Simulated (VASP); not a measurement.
# PbS (Cmc2_1) in VASP: single point with PBEsol

Aim: the single point of PbS with PBEsol.

Everything below comes from runs of VASP 6.6.1. Logs are shortened: lines on timing, memory, paths and dates and some standing lists are left out, and cuts for length are marked.

### 1 The cell of the first run

Symmetry: Cmc2_1, No. 36, orthorhombic system. The conventional cell has a = 4.114 Å, b = 7.132 Å, c = 7.560 Å, α = 90.00°, β = 90.00°, γ = 90.00°. Pb (site symmetry m) has 6 S at 2.84 to 3.26 Å and 2 Pb at 3.78 Å within 3.8 Å. S (site symmetry m) has 6 Pb at 2.84 to 3.26 Å within 3.7 Å.

### 2 Single point, PBEsol

INCAR

```
SYSTEM = PbS
ALGO = Normal
EDIFF = 1E-6
ENCUT = 520
GGA = PS
ISIF = 2
ISMEAR = 0
LASPH = .True.
LCHARG = .True.
LELF = .True.
LREAL = .False.
LVHAR = .True.
LWAVE = .False.
NBANDS = 28
NELM = 80
PREC = Accurate
SIGMA = 0.01
```

KPOINTS

```
k-points
0
Gamma
  4 4 2
  0 0 0
```

POSCAR

```
PbS
1.0
    2.0569420000     -3.5658290000      0.0000000000
    2.0569420000      3.5658290000      0.0000000000
    0.0000000000      0.0000000000      7.5599450000
Pb S
2 2
Direct
    0.0010320000      0.9989680000      0.4867320000
    0.9989680000      0.0010320000      0.9867320000
    0.6671450000      0.3328550000      0.6924680000
    0.3328550000      0.6671450000      0.1924680000
```

Potentials or basis: VASP PAW PBE potentials, release 64 (Pb_d, S).

Command:

```sh
> cat potpaw_PBE.64/Pb_d/POTCAR potpaw_PBE.64/S/POTCAR > POTCAR
> mpirun -np 1 vasp_std > vasp.out
```

OUTCAR:

```text
SYSTEM = PbS
   EDIFF = 1E-6
   ENCUT = 520
   GGA = PS
   ISIF = 2
   ISMEAR = 0
   LASPH = .True.
   LREAL = .False.
   NELM = 80
   PREC = Accurate

 ion  position               nearest neighbor table
   1  0.001  0.999  0.487-   3 2.84   3 2.84   3 2.84   4 3.25   4 3.26   4 3.26   2 3.78   2 3.78

   2  0.999  0.001  0.987-   4 2.84   4 2.84   4 2.84   3 3.25   3 3.26   3 3.26   1 3.78   1 3.78

   3  0.667  0.333  0.692-   1 2.84   1 2.84   1 2.84   2 3.25   2 3.26   2 3.26
   4  0.333  0.667  0.192-   2 2.84   2 2.84   2 2.84   1 3.25   1 3.26   1 3.26

  LATTYP: Found a base centered orthorhombic cell.
 ALAT       =     4.1138840000
 B/A-ratio  =     1.7335583599
 C/A-ratio  =     1.8376660596

  Lattice vectors:

 A1 = (   2.0569420000,  -3.5658290000,   0.0000000000)
 A2 = (   2.0569420000,   3.5658290000,   0.0000000000)
 A3 = (   0.0000000000,   0.0000000000,   7.5599450000)

Analysis of symmetry for initial positions (statically):
=====================================================================
 Subroutine PRICEL returns:
 Original cell was already a primitive cell.

 Routine SETGRP: Setting up the symmetry group for a
 base centered orthorhombic supercell.

 Subroutine GETGRP returns: Found  4 space group operations
 (whereof  2 operations were pure point group operations)
 out of a pool of  8 trial point group operations.

The static configuration has the point symmetry C_1h.
 The point group associated with its full space group is C_2v.

Analysis of symmetry for dynamics (positions and initial velocities):
=====================================================================
 Subroutine PRICEL returns:
 Original cell was already a primitive cell.

 Routine SETGRP: Setting up the symmetry group for a
 base centered orthorhombic supercell.

 Subroutine GETGRP returns: Found  4 space group operations
 (whereof  2 operations were pure point group operations)
 out of a pool of  8 trial point group operations.

The dynamic configuration has the point symmetry C_1h.
 The point group associated with its full space group is C_2v.

 Subroutine INISYM returns: Found  4 space group operations
 (whereof  2 operations are pure point group operations),
 and found     1 'primitive' translations

----------------------------------------------------------------------------------------

                                     Primitive cell

  volume of cell :     110.8999

  direct lattice vectors                    reciprocal lattice vectors
     2.056942000 -3.565829000  0.000000000     0.243079290 -0.140219848  0.000000000
     2.056942000  3.565829000  0.000000000     0.243079290  0.140219848  0.000000000
     0.000000000  0.000000000  7.559945000     0.000000000  0.000000000  0.132276095

  length of vectors
     4.116569792  4.116569792  7.559945000     0.280622784  0.280622784  0.132276095

  position of ions in fractional coordinates (direct lattice)
     0.001032000  0.998968000  0.486732000
     0.998968000  0.001032000  0.986732000
     0.667145000  0.332855000  0.692468000
     0.332855000  0.667145000  0.192468000

  ion indices of the primitive-cell ions
   primitive index   ion index
                 1           1
                 2           2
                 3           3
                 4           4

----------------------------------------------------------------------------------------

 KPOINTS: k-points

Automatic generation of k-mesh.
 Grid dimensions read from file:
 generate k-points for:    4    4    2

 Generating k-lattice:

  Cartesian coordinates                     Fractional coordinates (reciprocal lattice)
     0.060769822 -0.035054962  0.000000000     0.250000000  0.000000000  0.000000000
     0.060769822  0.035054962  0.000000000     0.000000000  0.250000000  0.000000000
     0.000000000  0.000000000  0.066138047     0.000000000  0.000000000  0.500000000

  Length of vectors
     0.070155696  0.070155696  0.066138047

  Shift w.r.t. Gamma in fractional coordinates (k-lattice)
     0.000000000  0.000000000  0.000000000

 Subroutine IBZKPT returns following result:
 ===========================================

 Found     14 irreducible k-points:

 Following reciprocal coordinates:
            Coordinates               Weight
  0.000000  0.000000  0.000000      1.000000
  0.250000 -0.000000  0.000000      4.000000
  0.500000 -0.000000  0.000000      2.000000
  0.250000  0.250000  0.000000      2.000000
  0.500000  0.250000  0.000000      4.000000
 -0.250000  0.250000  0.000000      2.000000
  0.500000  0.500000  0.000000      1.000000
  0.000000  0.000000  0.500000      1.000000
  0.250000 -0.000000  0.500000      4.000000
  0.500000 -0.000000  0.500000      2.000000
  0.250000  0.250000  0.500000      2.000000
  0.500000  0.250000  0.500000      4.000000
 -0.250000  0.250000  0.500000      2.000000
  0.500000  0.500000  0.500000      1.000000
   k-points           NKPTS =     14   k-points in BZ     NKDIM =     14   number of bands    NBANDS=     28
   number of dos      NEDOS =    301   number of ions     NIONS =      4
   total plane-waves  NPLWV =  57344
   dimension x,y,z NGX =    32 NGY =   32 NGZ =   56
   dimension x,y,z NGXF=    64 NGYF=   64 NGZF=  112
   ions per type =               2   2
   NGX,Y,Z   is equivalent  to a cutoff of  12.92, 12.92, 12.31 a.u.
   NGXF,Y,Z  is equivalent  to a cutoff of  25.85, 25.85, 24.63 a.u.
 SYSTEM =  PbS
   PREC   = accura    normal or accurate (medium, high low for compatibility)
   ISTART =      0    job   : 0-new  1-cont  2-samecut
   ICHARG =      2    charge: 1-file 2-atom 10-const
   ISPIN  =      1    spin polarized calculation?
   LNONCOLLINEAR =      F non collinear calculations
   LSORBIT =      F    spin-orbit coupling
   LASPH  =      T    aspherical Exc in radial PAW
   ENCUT  =  520.0 eV  38.22 Ry    6.18 a.u.   7.65  7.65 14.06*2*pi/ulx,y,z
   NELM   =     80;   NELMIN=  2; NELMDL= -5     # of ELM steps
   EDIFF  = 0.1E-05   stopping-criterion for ELM
   LREAL  =      F    real-space projection
   EDIFFG = 0.1E-04   stopping-criterion for IOM
   NSW    =      0    number of steps for IOM
   IBRION =     -1    ionic relax: 0-MD 1-quasi-New 2-CG
   NFREE  =      0    steps in history (QN), initial steepest desc. (CG)
   ISIF   =      2    stress and relaxation
   ISYM   =      2    0-nonsym 1-usesym 2-fastsym
   POTIM  = 0.5000    time-step for ionic-motion
   TEBEG  =    0.0;   TEEND  =   0.0 temperature during run
   PSTRESS=    0.0 pullay stress
   NELECT =      40.0000    total number of electrons
   NUPDOWN=      -1.0000    fix difference up-down
   EMIN   =  10.00;   EMAX   =-10.00  energy-range for DOS
   EFERMI =   0.00;   METHOD = LEGACY
   ISMEAR =     0;   SIGMA  =   0.01  broadening in eV -4-tet -1-fermi 0-gaus
   EFERMI_NEDOS =   21; number of points for ismear=-14 and -15
   IALGO  =     38    algorithm
   IMIX   =      4    mixing-type and parameters
     AMIX     =   0.40;   BMIX     =  1.00
     AMIX_MAG =   1.60;   BMIX_MAG =  1.00
  volume/ion in A,a.u.               =      27.72       187.10
  Fermi-wavevector in a.u.,A,eV,Ry     =   1.165336  2.202165 18.476815  1.358008
  Thomas-Fermi vector in A             =   2.301863
   LORBIT       =      0    0 simple, 1 ext, 2 COOP (PROOUT), +10 PAW based schemes
   GGA     = PS    functional components
   LHFCALC =     F    Hartree Fock is set to
   AEXX    =    0.0000 exact exchange contribution
   IVDW    =     0    specifies the selected vdW correction
   LEPSILON=     F    determine dielectric tensor
   LRPA    =     F    only Hartree local field effects (RPA)
 non-spin polarized calculation
 Gauss-broadening in eV      SIGMA  =   0.01
  energy-cutoff  :      520.00
  volume of cell :      110.90
 maximum number of plane-waves:      3040
 NGX is ok and might be reduce to    32
   NGX = 15   NGY = 15   NGZ = 29

 number of electron      39.9999996 magnetization

 Free energy of the ion-electron system (eV)
  ---------------------------------------------------
  ext. energy  EPLUGINS =         0.00000000
  ---------------------------------------------------
  free energy    TOTEN  =       -18.60949639 eV

  energy without entropy =      -18.60949639  energy(sigma->0) =      -18.60949639

 E-fermi :   4.8527     XC(G=0):  -9.5633

 val. band max:        4.8002112417   @ k =   0.0000   0.0000   0.0000
 cond. band min:       5.3790713660   @ k =   0.5000   0.5000   0.0000
 fundamental gap:      0.5788601243
 Fermi energy:         4.8526983565

 k-point     1 :       0.0000    0.0000    0.0000
  band No.  band energies     occupation
      1     -11.8004      2.00000
      2     -11.7602      2.00000
      3     -11.7599      2.00000
      4     -11.7467      2.00000
      5     -11.7464      2.00000
      6     -11.7196      2.00000
[... 20 lines left out ...]
     27      11.9387      0.00000
     28      12.7063      0.00000

 k-point     2 :       0.2500   -0.0000    0.0000
  band No.  band energies     occupation
      1     -11.8115      2.00000
      2     -11.7843      2.00000
      3     -11.7622      2.00000
      4     -11.7414      2.00000
      5     -11.7354      2.00000
      6     -11.7178      2.00000
[... 20 lines left out ...]
     27      11.0194      0.00000
     28      12.2817      0.00000

 k-point     3 :       0.5000   -0.0000    0.0000
  band No.  band energies     occupation
      1     -11.8639      2.00000
      2     -11.7824      2.00000
      3     -11.7773      2.00000
      4     -11.7410      2.00000
      5     -11.7365      2.00000
      6     -11.7089      2.00000
[... 20 lines left out ...]
     27      11.2696      0.00000
     28      12.4121      0.00000

 k-point     4 :       0.2500    0.2500    0.0000
  band No.  band energies     occupation
      1     -11.8345      2.00000
      2     -11.7872      2.00000
      3     -11.7696      2.00000
      4     -11.7405      2.00000
      5     -11.7341      2.00000
      6     -11.7107      2.00000
[... 268 lines left out ...]
     27      11.8497      0.00000
     28      11.8497      0.00000

 k-point    13 :      -0.2500    0.2500    0.5000
  band No.  band energies     occupation
      1     -11.7836      2.00000
      2     -11.7836      2.00000
      3     -11.7260      2.00000
      4     -11.7260      2.00000
      5     -11.7255      2.00000
      6     -11.7255      2.00000
[... 20 lines left out ...]
     27      11.5665      0.00000
     28      11.5665      0.00000

 k-point    14 :       0.5000    0.5000    0.5000
  band No.  band energies     occupation
      1     -11.8190      2.00000
      2     -11.8190      2.00000
      3     -11.7383      2.00000
      4     -11.7383      2.00000
      5     -11.7158      2.00000
      6     -11.7158      2.00000
[... 20 lines left out ...]
     27      11.9733      0.00000
     28      11.9733      0.00000

------------------------ aborting loop because EDIFF is reached ----------------------------------------

  FORCE on cell =-STRESS in cart. coord.  units (eV):
  Direction    XX          YY          ZZ          XY          YZ          ZX
  --------------------------------------------------------------------------------------
  -------------------------------------------------------------------------------------
  Total       -1.0986875     -1.1237514     -1.5967823      0.0000000      0.0000000      0.0000000
  in kB      -15.8728011    -16.2349001    -23.0688054      0.0000000      0.0000000      0.0000000
  external PRESSURE =     -18.3921689 kB  Pullay stress =       0.0000000 kB

 VOLUME and BASIS-vectors are now :
 -----------------------------------------------------------------------------
  energy-cutoff  :      520.00
  volume of cell :      110.90
      direct lattice vectors                 reciprocal lattice vectors
     2.056942000 -3.565829000  0.000000000     0.243079290 -0.140219848  0.000000000
     2.056942000  3.565829000  0.000000000     0.243079290  0.140219848  0.000000000
     0.000000000  0.000000000  7.559945000     0.000000000  0.000000000  0.132276095

 POSITION                                       TOTAL-FORCE (eV/Angst)
 -----------------------------------------------------------------------------------
      2.05694      3.55847      3.67967         0.000000      0.005950      0.066458
      2.05694     -3.55847      7.45964         0.000000     -0.005950      0.066458
      2.05694     -1.19202      5.23502         0.000000     -0.003030     -0.066458
      2.05694      1.19202      1.45505         0.000000      0.003030     -0.066458
 -----------------------------------------------------------------------------------
    total drift:                               -0.000000     -0.000000     -0.002175

  FREE ENERGIE OF THE ION-ELECTRON SYSTEM (eV)
  ---------------------------------------------------
  free  energy   TOTEN  =       -18.6094963888 eV

  energy  without entropy=      -18.6094963888  energy(sigma->0) =      -18.60949639
```

Run time: 42 s. Hardware: 1 thread of Intel Xeon 8259CL, shared host; peak memory 0.24 GiB.

What came out:

```yaml
Free_energy: -18.6095 eV
Pressure: -1.8 GPa
Largest_force: 0.067 eV/Å
Band_gap_on_the_k_mesh: 0.58 eV (least direct gap 1.14 eV)
```

Forces on the atoms (eV/Å):
```
Pb   0.000  0.006  0.066
Pb   0.000 -0.006  0.066
S    0.000 -0.003 -0.066
S    0.000  0.003 -0.066
```

Caveat: the k points lie up to 0.44 Å⁻¹ apart; the PAW data sets were made with another functional, which shifts forces and pressure a little; spin-orbit coupling is left out, which moves the levels of the heavy elements.
